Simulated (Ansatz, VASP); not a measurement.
## Two plane-wave programs on SnH

```
CELL_PARAMETERS angstrom
-2.36363 4.09392 0.00000
0.00000 0.00000 5.71437
7.09088 4.09392 0.00000
ATOMIC_POSITIONS crystal
Sn 0.00000 0.92911 0.33333
Sn 0.50000 0.92911 0.83333
Sn 0.50000 0.07089 0.16667
Sn 0.00000 0.07089 0.66667
H 0.00000 0.62491 0.33333
H 0.50000 0.62491 0.83333
H 0.50000 0.37509 0.16667
H 0.00000 0.37509 0.66667
```

Alike in both runs: task single point; functional PBE; k mesh 6 × 4 × 4; occupations gaussian, width 0.2 eV; no spin polarisation.

```csv
,VASP,Ansatz
version,VASP 6.6.1,Ansatz 0.2.0
potentials or method,"VASP PAW PBE potentials, release 64 (Sn_d, H), cutoff 520 eV","scalar-relativistic, plane waves, PAW"
valence electrons in the cell,60,60
```

```tsv
	VASP	Ansatz	Ansatz less VASP
pressure (GPa)	-0.1	0.0	+0.09
traceless stress, the component that is largest in VASP (GPa)	-0.05	0.00	+0.049
rms of the force components (eV/Å)	0.009	0.001	-0.0082
```

Atom by atom the forces differ by 0.010 eV/Å (rms over components).
